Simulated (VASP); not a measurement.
Si:

```
Si
1.0
    -1.61600    1.61600    1.31147
     1.61600   -1.61600    1.31147
     1.61600    1.61600   -1.31147
Si
1
Direct
  0.00000 0.00000 0.00000
```

Base run:

* Program: VASP 6.6.1
* Functional: PBE
* Potentials or basis: VASP PAW PBE potentials, release 64 (Si)
* Cutoff: 500 eV
* k mesh: 13 × 13 × 13
* Occupations: fermi-dirac, width 0.05 eV
* Spin: no spin polarisation

Its results: band gap on the k mesh zero (bands 2 and 3 overlap by 13.53 eV); pressure 5.7 GPa.

Q: The run is repeated on the same cell with these changes: functional from PBE to HSE06; cutoff from 500 eV to 520 eV; k mesh from 13 × 13 × 13 to 8 × 8 × 8. What comes out?

A: Band gap on the k mesh zero (bands 2 and 3 overlap by 13.69 eV); pressure 3.8 GPa.

Several settings changed at once.

Caveats: some runs use coarse meshes; the cell stands under pressure (at least some runs); the PAW data sets were made with another functional, which shifts forces and pressure a little (at least some runs).
